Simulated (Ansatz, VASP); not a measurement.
**One calculation of GaN, two programs**

```
Ga N
1.0
     3.26670    0.00000    0.00000
    -1.63335    2.82904    0.00000
     0.00000    0.00000    4.70783
Ga N
2 2
Direct
  0.33333 0.66667 0.25000
  0.66667 0.33333 0.75000
  0.66667 0.33333 0.25000
  0.33333 0.66667 0.75000
```

Alike in both runs: task single point; functional r2SCAN; k mesh 9 × 9 × 4; no spin polarisation.

|  | VASP | Ansatz |
| --- | --- | --- |
| version | VASP 6.6.1 | Ansatz 0.2.0 |
| potentials or method | VASP PAW PBE potentials, release 64 (Ga_d, N) | plane waves, PAW |
| plane-wave cutoff (eV) | 520 | 500 |
| occupations | gaussian, width 0.01 eV | fixed |
| valence electrons in the cell | 36 | 36 |

```csv
,VASP,Ansatz,Ansatz less VASP
gap on the k mesh at the Fermi level (eV),2.15,2.14,-0.009
pressure (GPa),7.5,6.5,-1.05
"traceless stress, the component that is largest in VASP (GPa)",-3.57,-2.56,+1.008
```

VASP's potentials were made for PBE, not for r2SCAN.
